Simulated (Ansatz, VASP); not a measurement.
## Two plane-wave programs on Pt

Contents of INCAR:

```
  PREC = Accurate
  ENCUT = 600
  EDIFF = 1E-6
  ISMEAR = 0
  SIGMA = 0.1
  LREAL = False
  LASPH = True
  NELM = 100
  ALGO = Fast
  ISIF = 3
  LWAVE = False
  LCHARG = False
  GGA = PE
  IBRION = 2
  NSW = 90
  EDIFFG = -0.04
```

KPOINTS

```
regular mesh
0
Gamma
  6 6 6
```

Contents of POSCAR:

```
Pt
1.0
    0.0000000000      2.7545432600      2.7545432600
    2.7545432600      0.0000000000      2.7545432600
    2.7545432600      2.7545432600      0.0000000000
Pt
3
Direct
    0.7500000000      0.7500000000      0.7500000000
    0.0000000000      0.0000000000      0.0000000000
    0.2500000000      0.2500000000      0.2500000000
```

Input for Ansatz:

```yaml
crystal:
  lattice:
    - [0.0, 2.75454326, 2.75454326]
    - [2.75454326, 0.0, 2.75454326]
    - [2.75454326, 2.75454326, 0.0]
  atoms:
    - { symbol: Pt, position: [0.75, 0.75, 0.75] }
    - { symbol: Pt, position: [0.0, 0.0, 0.0] }
    - { symbol: Pt, position: [0.25, 0.25, 0.25] }
basis:
  ecutwfc: 420
kpoints:
  mp_grid: { grid: [6, 6, 6] }
hamiltonian:
  xc: pbe
scf:
  occupations: { method: gaussian, width: 0.1 }
  lower_state_search: "off"
output:
  forces: true
  stress: true
  eigenvalues: true
relax:
  adjacent_minimum: "off"
  f_tol: 0.04
  max_steps: 70
  cell: { stress_tol: 0.4 }
```

Alike in both runs: task relaxation of cell and atoms; functional PBE; k mesh 6 × 6 × 6; occupations gaussian, width 0.1 eV; no spin polarisation.

|  | VASP | Ansatz |
| --- | --- | --- |
| version | VASP 6.6.1 | Ansatz 0.2.0 |
| potentials or method | VASP PAW PBE potentials, release 64 (Pt), cutoff 600 eV | scalar-relativistic, plane waves, PAW |
| valence electrons in the cell | 30 | 54 |

VASP gave:

| Property | Result |
| --- | --- |
| gap on the k mesh at the Fermi level, each at its own relaxed structure (eV) | none |
| relaxed volume (Å³/atom) | 18.59 |
| relaxed cell length with the largest relative difference (Å) | 4.288 |

Question: What did Ansatz give for the same quantities?

Answer: gap on the k mesh at the Fermi level, each at its own relaxed structure (eV): none; relaxed volume (Å³/atom): 18.64; relaxed cell length with the largest relative difference (Å): 4.292.

A gap of «none» marks a metal or a gap that the smearing closes. VASP's potentials hold 30 valence electrons a cell and Ansatz's 54, so a difference there can come from the potentials and not from the codes.

Neither program's run includes spin-orbit coupling. Noted on VASP's run: the volume moved by over 15 % at a fixed basis, so the end points are rough.
